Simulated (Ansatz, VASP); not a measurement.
## P: VASP beside Ansatz

File INCAR:

```
ALGO     = Normal         # electronic algorithm
EDIFF    = 1E-6           # SCF threshold, eV
ENCUT    = 520            # plane-wave cutoff, eV
GGA      = PE             # functional
ISIF     = 2              # what is computed and relaxed
ISMEAR   = -1             # smearing method
LASPH    = True           # aspherical terms in the spheres
LCHARG   = False          # write CHGCAR
LREAL    = False          # projectors in reciprocal space
LWAVE    = False          # write WAVECAR
NBANDS   = 8              # bands
NELM     = 80             # most SCF steps
PREC     = Accurate       # precision mode
SIGMA    = 0.1            # smearing width, eV
```

File KPOINTS:

```
k-points
0
Gamma
  17 17 17
```

The input POSCAR:

```
P
1.0
    2.1165793406      0.0000000000      0.0000000000
    0.0000000000      2.1165793406      0.0000000000
    0.0000000000      0.0000000000      2.1165793406
P
1
Direct
    0.0000000000      0.0000000000      0.0000000000
```

Input for Ansatz:

```yaml
crystal:
  lattice:
    - [2.1165793406, 0.0, 0.0]
    - [0.0, 2.1165793406, 0.0]
    - [0.0, 0.0, 2.1165793406]
  atoms:
    - { symbol: P, position: [0.0, 0.0, 0.0] }
kpoints:
  mp_grid: { grid: [17, 17, 17] }
scf:
  occupations: { method: fermi_dirac, width: 0.1 }
hamiltonian:
  xc: pbe
  pseudopotentials: { kind: all_electron, lapw: { basis_error: 0.001 } }
output:
  forces: true
  stress: true
  eigenvalues: true
  populations: true
```

Change from the starting cell: volume scaled by 0.65, LAPW.

Alike in both runs: task single point; functional PBE; k mesh 17 × 17 × 17; occupations fermi-dirac, width 0.1 eV; no spin polarisation.

|  | VASP | Ansatz |
| --- | --- | --- |
| version | VASP 6.6.1 | Ansatz 0.2.0 |
| potentials or method | VASP PAW PBE potentials, release 64 (P), cutoff 520 eV | all-electron LAPW, scalar-relativistic |

|  | VASP | Ansatz | Ansatz less VASP |
| --- | --- | --- | --- |
| pressure (GPa) | 123.1 | 124.7 | +1.58 |

Both programs put the cell under a high pressure, so it lies far from rest at this level. Ansatz ran all-electron here, and VASP with PAW potentials.

Noted on VASP's run: the cell as given lies far from equilibrium.
